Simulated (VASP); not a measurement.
# ZnO (P6_3mc) in VASP: a series of runs

ZnO is run at these levels: r2SCAN, b88 exchange, pbe correlation; tasks: single point.

Program: VASP 6.6.1. These are calculated values, not measurements. Logs are shortened: lines on timing, memory, paths and dates and some standing lists are left out, and cuts for length are marked.

**Measured values to compare with.**

“Electronic structure of alkaline earth and post-transition metal oxides”, 2009, arxiv:0908.1581 quotes, for a bulk crystal of ZnO: band gap 3.37 eV.

The results are compared with them further down.

## Step 1: The cell of the first run

It takes space group P6_3mc (No. 186, hexagonal). The conventional cell has a = 3.249 Å, b = 3.249 Å, c = 5.206 Å, α = 90.00°, β = 90.00°, γ = 120.00°. Zn (site symmetry 3m) has 4 O at 1.97 to 1.98 Å within 2.6 Å. O (site symmetry 3m) has 4 Zn at 1.97 to 1.98 Å within 2.6 Å.

## Step 2: Single point, r2SCAN

POSCAR reads:

```
ZnO
1.0
    3.2493080000      0.0000000000      0.0000000000
   -1.6246540000      2.8139832727      0.0000000000
    0.0000000000      0.0000000000      5.2057090000
Zn O
2 2
Direct
    0.6666666667      0.3333333333      0.0000000000
    0.3333333333      0.6666666667      0.5000000000
    0.3333333333      0.6666666667      0.8790100000
    0.6666666667      0.3333333333      0.3790100000
```

INCAR.step1 reads:

```
  ALGO = Normal
  EDIFF = 1E-5
  ENCUT = 910
  GGA = PE
  GGA_COMPAT = F
  ISMEAR = -1
  LASPH = T
  LCHARG = F
  LREAL = F
  LWAVE = T
  NBANDS = 26
  NELM = 120
  PREC = Accurate
  SIGMA = 0.05
```

INCAR.step2 reads:

```
  ALGO = Normal
  EDIFF = 1E-6
  ENCUT = 910
  GGA_COMPAT = F
  ISIF = 2
  ISMEAR = -1
  ISTART = 1
  LASPH = T
  LCHARG = F
  LMIXTAU = T
  LREAL = F
  LWAVE = F
  METAGGA = R2SCAN
  NBANDS = 26
  NELM = 120
  PREC = Accurate
  SIGMA = 0.05
```

KPOINTS reads:

```
k-points
0
Gamma
  9 9 5
```

Potentials or basis: VASP PAW PBE potentials, release 64 (Zn, O_h).

Started as:

```sh
$ cat potpaw_PBE.64/Zn/POTCAR potpaw_PBE.64/O_h/POTCAR > POTCAR
$ cp INCAR.step1 INCAR
$ mpirun -np 1 vasp_std > vasp.out
$ cp INCAR.step2 INCAR
$ mpirun -np 1 vasp_std > vasp.out
```

OUTCAR:

```text
EDIFF = 1E-6
   ENCUT = 910
   ISIF = 2
   ISMEAR = -1
   ISTART = 1
   LASPH = T
   LREAL = F
   METAGGA = R2SCAN
   NELM = 120
   PREC = Accurate

 ion  position               nearest neighbor table
   1  0.667  0.333  0.000-   4 1.97   3 1.98   3 1.98   3 1.98
   2  0.333  0.667  0.500-   3 1.97   4 1.98   4 1.98   4 1.98
   3  0.333  0.667  0.879-   2 1.97   1 1.98   1 1.98   1 1.98
   4  0.667  0.333  0.379-   1 1.97   2 1.98   2 1.98   2 1.98

  LATTYP: Found a hexagonal cell.
 ALAT       =     3.2493080000
 C/A-ratio  =     1.6020977390

  Lattice vectors:

 A1 = (   3.2493080000,   0.0000000000,   0.0000000000)
 A2 = (  -1.6246540000,   2.8139832727,   0.0000000000)
 A3 = (   0.0000000000,   0.0000000000,   5.2057090000)

Analysis of symmetry for initial positions (statically):
=====================================================================
 Subroutine PRICEL returns:
 Original cell was already a primitive cell.

 Routine SETGRP: Setting up the symmetry group for a
 hexagonal supercell.

 Subroutine GETGRP returns: Found 12 space group operations
 (whereof  6 operations were pure point group operations)
 out of a pool of 24 trial point group operations.

The static configuration has the point symmetry C_3v.
 The point group associated with its full space group is C_6v.

Analysis of symmetry for dynamics (positions and initial velocities):
=====================================================================
 Subroutine PRICEL returns:
 Original cell was already a primitive cell.

 Routine SETGRP: Setting up the symmetry group for a
 hexagonal supercell.

 Subroutine GETGRP returns: Found 12 space group operations
 (whereof  6 operations were pure point group operations)
 out of a pool of 24 trial point group operations.

The dynamic configuration has the point symmetry C_3v.
 The point group associated with its full space group is C_6v.

 Subroutine INISYM returns: Found 12 space group operations
 (whereof  6 operations are pure point group operations),
 and found     1 'primitive' translations

----------------------------------------------------------------------------------------

                                     Primitive cell

  volume of cell :      47.5984

  direct lattice vectors                    reciprocal lattice vectors
     3.249308000  0.000000000  0.000000000     0.307757836  0.177684070  0.000000000
    -1.624654000  2.813983273  0.000000000     0.000000000  0.355368139  0.000000000
     0.000000000  0.000000000  5.205709000     0.000000000  0.000000000  0.192096792

  length of vectors
     3.249308000  3.249308000  5.205709000     0.355368139  0.355368139  0.192096792

  position of ions in fractional coordinates (direct lattice)
     0.666666667  0.333333333  0.000000000
     0.333333333  0.666666667  0.500000000
     0.333333333  0.666666667  0.879010000
     0.666666667  0.333333333  0.379010000

  ion indices of the primitive-cell ions
   primitive index   ion index
                 1           1
                 2           2
                 3           3
                 4           4

----------------------------------------------------------------------------------------

 KPOINTS: k-points

Automatic generation of k-mesh.
 Grid dimensions read from file:
 generate k-points for:    9    9    5

 Generating k-lattice:

  Cartesian coordinates                     Fractional coordinates (reciprocal lattice)
     0.034195315  0.019742674  0.000000000     0.111111111  0.000000000  0.000000000
     0.000000000  0.039485349  0.000000000     0.000000000  0.111111111  0.000000000
     0.000000000  0.000000000  0.038419358     0.000000000  0.000000000  0.200000000

  Length of vectors
     0.039485349  0.039485349  0.038419358

  Shift w.r.t. Gamma in fractional coordinates (k-lattice)
     0.000000000  0.000000000  0.000000000

 Subroutine IBZKPT returns following result:
 ===========================================

 Found     36 irreducible k-points:

 Following reciprocal coordinates:
            Coordinates               Weight
  0.000000  0.000000  0.000000      1.000000
  0.111111  0.000000  0.000000      6.000000
  0.222222  0.000000  0.000000      6.000000
  0.333333  0.000000  0.000000      6.000000
  0.444444  0.000000  0.000000      6.000000
  0.111111  0.111111  0.000000      6.000000
[... 16 lines left out ...]
  0.333333  0.222222  0.200000     24.000000
  0.333333  0.333333  0.200000      4.000000
 [... further k-points ...]
   k-points           NKPTS =     36   k-points in BZ     NKDIM =     36   number of bands    NBANDS=     26
   number of dos      NEDOS =    301   number of ions     NIONS =      4
   total plane-waves  NPLWV =  55296
   dimension x,y,z NGX =    32 NGY =   32 NGZ =   54
   dimension x,y,z NGXF=    64 NGYF=   64 NGZF=  108
   ions per type =               2   2
   NGX,Y,Z   is equivalent  to a cutoff of  16.37, 16.37, 17.25 a.u.
[... 64 lines left out ...]
 Fermi energy:         1.8171174449

 k-point     1 :       0.0000    0.0000    0.0000
  band No.  band energies     occupation
      1     -17.9150      2.00000
      2     -17.2220      2.00000
      3      -4.6423      2.00000
      4      -4.6423      2.00000
      5      -4.6004      2.00000
      6      -4.5135      2.00000
[... 18 lines left out ...]
     25      16.2082      0.00000
     26      16.2082      0.00000

 k-point     2 :       0.1111    0.0000    0.0000
  band No.  band energies     occupation
      1     -17.8510      2.00000
      2     -17.1944      2.00000
      3      -4.7141      2.00000
      4      -4.6026      2.00000
      5      -4.5578      2.00000
      6      -4.4656      2.00000
[... 18 lines left out ...]
     25      16.3341      0.00000
     26      16.3585      0.00000

 k-point     3 :       0.2222    0.0000    0.0000
  band No.  band energies     occupation
      1     -17.6808      2.00000
      2     -17.1285      2.00000
      3      -4.8503      2.00000
      4      -4.5327      2.00000
      5      -4.5086      2.00000
      6      -4.3978      2.00000
[... 18 lines left out ...]
     25      15.3878      0.00000
     26      16.2899      0.00000

 k-point     4 :       0.3333    0.0000    0.0000
  band No.  band energies     occupation
      1     -17.4651      2.00000
      2     -17.0681      2.00000
      3      -4.9204      2.00000
      4      -4.5674      2.00000
      5      -4.4205      2.00000
      6      -4.2215      2.00000
[... 18 lines left out ...]
     25      15.3697      0.00000
     26      16.1235      0.00000

 k-point     5 :       0.4444    0.0000    0.0000
  band No.  band energies     occupation
      1     -17.2958      2.00000
      2     -17.0525      2.00000
      3      -4.8710      2.00000
      4      -4.6067      2.00000
      5      -4.3774      2.00000
      6      -4.0340      2.00000
[... 18 lines left out ...]
     25      15.1479      0.00000
     26      16.2870      0.00000

 k-point     6 :       0.1111    0.1111    0.0000
  band No.  band energies     occupation
      1     -17.7339      2.00000
      2     -17.1476      2.00000
      3      -4.7844      2.00000
      4      -4.5960      2.00000
      5      -4.4975      2.00000
      6      -4.4400      2.00000
[... 427 lines left out ...]
 k-point    21 :       0.4444    0.1111    0.2000
  band No.  band energies     occupation
      1     -17.2236      2.00000
      2     -17.0707      2.00000
      3      -4.8521      2.00000
      4      -4.6565      2.00000
      5      -4.3644      2.00000
      6      -4.0770      2.00000
[... 18 lines left out ...]
     25      14.8111      0.00000
     26      16.0207      0.00000

 k-point    22 :       0.2222    0.2222    0.2000
  band No.  band energies     occupation
      1     -17.3289      2.00000
      2     -17.0785      2.00000
      3      -4.7651      2.00000
      4      -4.6954      2.00000
      5      -4.3344      2.00000
      6      -4.2862      2.00000
[... 18 lines left out ...]
     25      13.9262      0.00000
     26      17.2492      0.00000

 k-point    23 :       0.3333    0.2222    0.2000
  band No.  band energies     occupation
      1     -17.1941      2.00000
      2     -17.0705      2.00000
      3      -4.7094      2.00000
      4      -4.5226      2.00000
      5      -4.3573      2.00000
      6      -4.1559      2.00000
[... 18 lines left out ...]
     25      14.7312      0.00000
     26      16.3578      0.00000

 k-point    24 :       0.3333    0.3333    0.2000
  band No.  band energies     occupation
      1     -17.1079      2.00000
      2     -17.1079      2.00000
      3      -4.6290      2.00000
      4      -4.4025      2.00000
      5      -4.4025      2.00000
      6      -4.0457      2.00000
[... 18 lines left out ...]
     25      15.3615      0.00000
     26      16.6677      0.00000

 [... further k-points ...]

------------------------ aborting loop because EDIFF is reached ----------------------------------------

  FORCE on cell =-STRESS in cart. coord.  units (eV):
  Direction    XX          YY          ZZ          XY          YZ          ZX
  --------------------------------------------------------------------------------------
  -------------------------------------------------------------------------------------
  Total       -0.2613528     -0.2613528      0.2049327      0.0000000      0.0000000      0.0000000
  in kB       -8.7972198     -8.7972198      6.8980996      0.0000000      0.0000000      0.0000000
  external PRESSURE =      -3.5654467 kB  Pullay stress =       0.0000000 kB

 VOLUME and BASIS-vectors are now :
 -----------------------------------------------------------------------------
  energy-cutoff  :      910.00
  volume of cell :       47.60
      direct lattice vectors                 reciprocal lattice vectors
     3.249308000  0.000000000  0.000000000     0.307757836  0.177684070  0.000000000
    -1.624654000  2.813983273  0.000000000     0.000000000  0.355368139  0.000000000
     0.000000000  0.000000000  5.205709000     0.000000000  0.000000000  0.192096792

 POSITION                                       TOTAL-FORCE (eV/Angst)
 -----------------------------------------------------------------------------------
      1.62465      0.93799      0.00000        -0.000000      0.000000     -0.072046
     -0.00000      1.87599      2.60285         0.000000     -0.000000     -0.072046
     -0.00000      1.87599      4.57587         0.000000      0.000000      0.072046
      1.62465      0.93799      1.97302        -0.000000     -0.000000      0.072046
 -----------------------------------------------------------------------------------
    total drift:                               -0.000000     -0.000000      0.012564

  FREE ENERGIE OF THE ION-ELECTRON SYSTEM (eV)
  ---------------------------------------------------
  free  energy   TOTEN  =       -36.3391213706 eV

  energy  without entropy=      -36.3391213031  energy(sigma->0) =      -36.33912134
```

Run time: 3.7 min. Hardware: 1 thread of Intel Xeon Platinum 8488C (Sapphire Rapids), shared host; peak memory 0.29 GiB.

What came out:

- Free energy: -36.3391 eV
- Pressure: -0.4 GPa
- Largest force: 0.072 eV/Å
- Band gap on the k mesh: 1.23 eV

Forces in eV/Å, atoms in the order of the input:
```
Zn   0.000  0.000 -0.072
Zn   0.000  0.000 -0.072
O    0.000  0.000  0.072
O    0.000  0.000  0.072
```

Caveat: the cutoff is under 1.25 times the usual one of these potentials, so pressure, stress and relaxed cells hold a basis-set (Pulay) error; the PAW data sets were made with another functional, which shifts forces and pressure a little.

## Step 3: Single point, b88 exchange, pbe correlation

This run uses another cell than the first one, of 11.19 Å³/atom.

INCAR reads:

```
SYSTEM = ZnO
  PREC = Accurate
  ENCUT = 600
  EDIFF = 1E-6
  ISMEAR = -1
  SIGMA = 0.05
  LREAL = .False.
  LASPH = .True.
  NELM = 120
  ALGO = Normal
  ISIF = 2
  LWAVE = .False.
  LCHARG = .False.
  GGA = LIBXC
  LIBXC1 = GGA_X_B88
  LIBXC2 = GGA_C_PBE
  NBANDS = 26
  GGA_COMPAT = .False.
```

KPOINTS reads:

```
regular mesh
0
Gamma
  9 9 5
  0 0 0
```

POSCAR reads:

```
ZnO
1.0
    3.1829769797      0.0000000000      0.0000000000
   -1.5914884899      2.7565389241      0.0000000000
    0.0000000000      0.0000000000      5.0994402224
Zn O
2 2
Direct
    0.6666666667      0.3333333333      0.0000000000
    0.3333333333      0.6666666667      0.5000000000
    0.3333333333      0.6666666667      0.8790100000
    0.6666666667      0.3333333333      0.3790100000
```

Potentials or basis: VASP PAW PBE potentials, release 64 (Zn, O).

Started as:

```sh
$ cat potpaw_PBE.64/Zn/POTCAR potpaw_PBE.64/O/POTCAR > POTCAR
$ mpirun -np 1 vasp_std > vasp.out
```

Wall time 24 s (1 thread of Intel Xeon 6975P-C (Granite Rapids), shared host); peak memory 0.2 GiB.

Results (log left out):

```yaml
Free_energy: -17.1644 eV
Pressure: 16.1 GPa
Largest_force: 0.096 eV/Å
Band_gap_on_the_k_mesh: 0.90 eV
```

Forces in eV/Å, atoms in the order of the input:
```
Zn   0.000  0.000 -0.096
Zn   0.000  0.000 -0.096
O    0.000  0.000  0.096
O    0.000  0.000  0.096
```

Stress tensor (GPa, compression positive):
```
15.40  0.00  0.00
 0.00 15.40  0.00
 0.00  0.00 17.54
```

Levels at points of the mesh, in eV from the valence-band top:
| k point | band 16 | band 17 | band 18 | band 19 | band 20 | band 21 |
| --- | --- | --- | --- | --- | --- | --- |
| (0.00, 0.00, 0.00) | -0.09 | 0.00 | 0.00 | 0.90 | 5.45 | 8.49 |

Caveat: the cell stands under pressure; the PAW data sets were made with another functional, which shifts forces and pressure a little.

## Step 4: Single point, b88 exchange, pbe correlation

This run uses another cell than the first one, of 11.42 Å³/atom.

INCAR reads:

```
  PREC = Accurate
  ENCUT = 600
  EDIFF = 1E-6
  ISMEAR = -1
  SIGMA = 0.05
  LREAL = F
  LASPH = T
  NELM = 120
  ALGO = Normal
  ISIF = 2
  LWAVE = F
  LCHARG = F
  GGA = LIBXC
  LIBXC1 = GGA_X_B88
  LIBXC2 = GGA_C_PBE
  NBANDS = 26
  GGA_COMPAT = F
```

KPOINTS reads:

```
Automatic mesh
0
Gamma
  9 9 5
```

POSCAR reads:

```
ZnO
1.0
    3.2053930491      0.0000000000      0.0000000000
   -1.6026965246      2.7759518096      0.0000000000
    0.0000000000      0.0000000000      5.1353529565
Zn O
2 2
Direct
    0.6666666667      0.3333333333      0.0000000000
    0.3333333333      0.6666666667      0.5000000000
    0.3333333333      0.6666666667      0.8790100000
    0.6666666667      0.3333333333      0.3790100000
```

Started as:

```sh
$ cat potpaw_PBE.64/Zn/POTCAR potpaw_PBE.64/O/POTCAR > POTCAR
$ mpirun -np 1 vasp_std > vasp.out
```

It took 24 s on 1 thread of Intel Xeon 6975P-C (Granite Rapids), shared host; peak memory 0.2 GiB.

The run converged. Its results:

| Item | Value |
| --- | --- |
| Free energy | -17.2497 eV |
| Pressure | 12.1 GPa |
| Largest force | 0.088 eV/Å |
| Band gap on the k mesh | 0.87 eV |

Forces in eV/Å, atoms in the order of the input:
```
Zn   0.000  0.000 -0.088
Zn   0.000  0.000 -0.088
O    0.000  0.000  0.088
O    0.000  0.000  0.088
```

Stress tensor (GPa, compression positive):
```
11.46  0.00  0.00
 0.00 11.46  0.00
 0.00  0.00 13.47
```

Levels at points of the mesh, in eV from the valence-band top:
| k point | band 16 | band 17 | band 18 | band 19 | band 20 | band 21 |
| --- | --- | --- | --- | --- | --- | --- |
| (0.00, 0.00, 0.00) | -0.08 | 0.00 | 0.00 | 0.87 | 5.38 | 8.42 |

Caveat: the cell stands under pressure; the PAW data sets were made with another functional, which shifts forces and pressure a little.

## Step 5: Single point, b88 exchange, pbe correlation

This run uses another cell than the first one, of 11.66 Å³/atom.

INCAR reads:

```
SYSTEM = ZnO
  ALGO = Normal
  EDIFF = 1E-6
  ENCUT = 600
  GGA = LIBXC
  GGA_COMPAT = .False.
  ISIF = 2
  ISMEAR = -1
  LASPH = .True.
  LCHARG = .False.
  LIBXC1 = GGA_X_B88
  LIBXC2 = GGA_C_PBE
  LREAL = .False.
  LWAVE = .False.
  NBANDS = 26
  NELM = 120
  PREC = Accurate
  SIGMA = 0.05
```

KPOINTS reads:

```
k-points
0
Gamma
  9 9 5
  0 0 0
```

POSCAR reads:

```
ZnO
1.0
    3.2274999067      0.0000000000      0.0000000000
   -1.6137499533      2.7950969099      0.0000000000
    0.0000000000      0.0000000000      5.1707703030
Zn O
2 2
Direct
    0.6666666667      0.3333333333      0.0000000000
    0.3333333333      0.6666666667      0.5000000000
    0.3333333333      0.6666666667      0.8790100000
    0.6666666667      0.3333333333      0.3790100000
```

Started as:

```sh
$ cat potpaw_PBE.64/Zn/POTCAR potpaw_PBE.64/O/POTCAR > POTCAR
$ mpirun -np 1 vasp_std > vasp.out
```

It took 24 s on 1 thread of Intel Xeon 6975P-C (Granite Rapids), shared host; peak memory 0.2 GiB.

Results (log left out):

* Free energy: -17.3125 eV
* Pressure: 8.5 GPa
* Largest force: 0.080 eV/Å
* Band gap on the k mesh: 0.84 eV

Forces in eV/Å, atoms in the order of the input:
```
Zn   0.000  0.000 -0.080
Zn   0.000  0.000 -0.080
O    0.000  0.000  0.080
O    0.000  0.000  0.080
```

Stress tensor (GPa, compression positive):
```
7.92 0.00 0.00
0.00 7.92 0.00
0.00 0.00 9.79
```

Levels at points of the mesh, in eV from the valence-band top:
```csv
k point,band 15,band 16,band 17,band 18,band 19,band 20,band 21,band 22
"(0.00, 0.00, 0.00)",-0.83,-0.08,0.00,0.00,0.84,5.30,8.35,12.97
```

Caveat: the cell stands under pressure; the PAW data sets were made with another functional, which shifts forces and pressure a little.

## Step 6: Overview

| level | potentials or basis | cell | cutoff (eV) | gap on the mesh (eV) | pressure (GPa) | largest force (eV/Å) |
| --- | --- | --- | --- | --- | --- | --- |
| r2SCAN | VASP PAW PBE potentials, release 64 (Zn, O_h) | a = 3.249, b = 3.249, c = 5.206 Å, angles 90.0, 90.0, 120.0°, 4 atoms | 910 | 1.23 | -0.4 | 0.07 |
| b88 exchange, pbe correlation | VASP PAW PBE potentials, release 64 (Zn, O) | a = 3.183, b = 3.183, c = 5.099 Å, angles 90.0, 90.0, 120.0°, 4 atoms | 600 | 0.90 | 16.1 | 0.10 |
| b88 exchange, pbe correlation | VASP PAW PBE potentials, release 64 (Zn, O) | a = 3.205, b = 3.205, c = 5.135 Å, angles 90.0, 90.0, 120.0°, 4 atoms | 600 | 0.87 | 12.1 | 0.09 |
| b88 exchange, pbe correlation | VASP PAW PBE potentials, release 64 (Zn, O) | a = 3.227, b = 3.227, c = 5.171 Å, angles 90.0, 90.0, 120.0°, 4 atoms | 600 | 0.84 | 8.5 | 0.08 |

Alike in all rows: task single point; no spin polarisation; k mesh 9 × 9 × 5; smearing fermi-dirac 0.05 eV.

Caveats: the PAW data sets were made with another functional, which shifts forces and pressure a little; the cell stands under pressure (at least some runs); the cutoff is under 1.25 times the usual one of these potentials, so pressure, stress and relaxed cells hold a basis-set (Pulay) error (at least some runs).

Absolute energies hang on the potentials; compare differences alone.

## Step 7: Comparison with measurements

Step 2. Against the measured gap of ZnO, 3.37 eV (quoted in “Electronic structure of alkaline earth and post-transition metal oxides”, 2009, arxiv:0908.1581), the calculated 1.23 eV is off by -2.14 eV. So large a miss can be the level of theory's own, or it may mean another phase, state or a wrong row. The value is that of r2SCAN, without temperature or zero-point motion.
